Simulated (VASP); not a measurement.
Runs of VASP 6.6.1 on CaS. The structure is cubic, space group Fm-3m (No. 225). The conventional cell has a = 5.696 Å, b = 5.696 Å, c = 5.696 Å, α = 90.00°, β = 90.00°, γ = 90.00°. Ca (site symmetry m-3m) has 6 S at 2.85 Å within 3.8 Å. Within 3.8 Å of S (site symmetry m-3m) lie 6 Ca at 2.85 Å. 

```tsv
level	k mesh	cutoff (eV)	grid for exact exchange (PRECFOCK)	share of exact exchange	gap on the mesh (eV)	pressure (GPa)
PBE	6 × 6 × 6	500	-	-	2.36	0.6
PBE0	6 × 6 × 6	400	Normal	0.25	4.11	0.2
PBE	8 × 8 × 8	500	-	-	2.36	0.6
r2SCAN	6 × 6 × 6	550	-	-	(a)	0.3
```

Alike in all rows: task single point; potentials or basis VASP PAW PBE potentials, release 64 (Ca_sv, S); no spin polarisation; cell as given; smearing gaussian 0.01 eV.

Question: Estimate the missing entries.

Answer: (a) 2.80.

Caveats: the PAW data sets were made with another functional, which shifts forces and pressure a little (at least some runs).

A k mesh can miss the band edges.
